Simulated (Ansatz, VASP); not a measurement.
## Two plane-wave programs on Tl

File INCAR:

```
ALGO = Normal
EDIFF = 1E-7
ENCUT = 520
GGA = PE
GGA_COMPAT = False
ISIF = 2
ISMEAR = -1
LASPH = True
LCHARG = False
LORBIT = 11
LORBMOM = True
LREAL = False
LSORBIT = True
LWAVE = False
MAGMOM = 0 0 0
NBANDS = 24
NELM = 150
PREC = Accurate
SIGMA = 0.1
```

The input KPOINTS:

```
k-points
0
Gamma
  11 11 11
```

POSCAR

```
Tl
1.0
    0.0000000000      2.5002470095      2.5002470095
    2.5002470095      0.0000000000      2.5002470095
    2.5002470095      2.5002470095      0.0000000000
Tl
1
Direct
    0.0000000000      0.0000000000      0.0000000000
```

Input for Ansatz:

```yaml
crystal:
  lattice:
    - [0.0, 2.5002470095, 2.5002470095]
    - [2.5002470095, 0.0, 2.5002470095]
    - [2.5002470095, 2.5002470095, 0.0]
  atoms:
    - { symbol: Tl, position: [0.0, 0.0, 0.0] }
hamiltonian:
  xc: pbe
  pseudopotentials:
    kind: paw_fr
    azcp:
      Tl: "pseudopotentials/Tl.paw.azcp"
basis:
  ecutwfc: 420
  fft_grid_basis: typed
kpoints:
  mp_grid: { grid: [11, 11, 11], shift: [0, 0, 0] }
magnetization:
  noncollinear: true
  spin_orbit: true
scf:
  occupations: { method: fermi_dirac, width: 0.1 }
```

Alike in both runs: task single point; functional PBE; k mesh 11 × 11 × 11; occupations fermi-dirac, width 0.1 eV; non-collinear spin, spin-orbit coupling.

|  | VASP | Ansatz |
| --- | --- | --- |
| version | VASP 6.6.1 | Ansatz 0.2.0 |
| potentials or method | VASP PAW PBE potentials, release 64 (Tl_d), cutoff 520 eV | plane waves (420 eV) with PAW, fully relativistic with spin-orbit coupling |
| valence electrons in the cell | 13 | 13 |

|  | VASP | Ansatz | Ansatz less VASP |
| --- | --- | --- | --- |
| net moment per atom (μB) | 0.00 | 0.00 | 0.000 |

With one functional, cell and mesh, what is left measures potentials, basis and numerics.
